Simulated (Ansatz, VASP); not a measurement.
One calculation of Ir, two programs

Contents of INCAR:

```
PREC = Accurate
ENCUT = 520
EDIFF = 1E-6
ISMEAR = -1
SIGMA = 0.1
LREAL = F
LASPH = T
NELM = 60
ALGO = Normal
ISIF = 2
LWAVE = F
LCHARG = T
LELF = T
LVHAR = T
NBANDS = 16
```

File KPOINTS:

```
Automatic mesh
0
Gamma
  13 13 13
```

POSCAR

```
Ir
1.0
    0.0000000000      2.6240951114      2.6240951114
    2.6240951114      0.0000000000      2.6240951114
    2.6240951114      2.6240951114      0.0000000000
Ir
2
Direct
   -0.1250000000     -0.1250000000     -0.1250000000
    0.1250000000      0.1250000000      0.1250000000
```

Input for Ansatz:

```yaml
crystal:
  lattice:
    - [0.0, 2.6240951114, 2.6240951114]
    - [2.6240951114, 0.0, 2.6240951114]
    - [2.6240951114, 2.6240951114, 0.0]
  atoms:
    - { symbol: Ir, position: [-0.125, -0.125, -0.125] }
    - { symbol: Ir, position: [0.125, 0.125, 0.125] }
kpoints:
  mp_grid: { grid: [13, 13, 13] }
scf:
  occupations: { method: fermi_dirac, width: 0.1 }
hamiltonian:
  xc: lda
  pseudopotentials: { kind: paw }
output:
  forces: true
  stress: true
  eigenvalues: true
  populations: true
  write_density: true
  write_potential: true
  elf: true
  volumetric_format: npy
```

Change from the starting cell: volume scaled by 0.88, PAW files.

Alike in both runs: task single point; functional LDA; k mesh 13 × 13 × 13; occupations fermi-dirac, width 0.1 eV; no spin polarisation.

```csv
,VASP,Ansatz
version,VASP 6.6.1,Ansatz 0.2.0
potentials or method,"VASP PAW LDA potentials, release 64 (Ir)","PAW with Ansatz's default frozen-core files, scalar-relativistic"
plane-wave cutoff (eV),520,420
valence electrons in the cell,18,34
```

|  | VASP | Ansatz | Ansatz less VASP |
| --- | --- | --- | --- |
| pressure (GPa) | 36.7 | 37.7 | +1.05 |

LDA's correlation is that of Perdew and Zunger in VASP and of Perdew and Wang (1992) in Ansatz. Both programs put the cell under a high pressure, so it lies far from rest at this level. VASP's potentials hold 18 valence electrons a cell and Ansatz's 34, so a difference there can come from the potentials and not from the codes.

Neither program's run includes spin-orbit coupling.
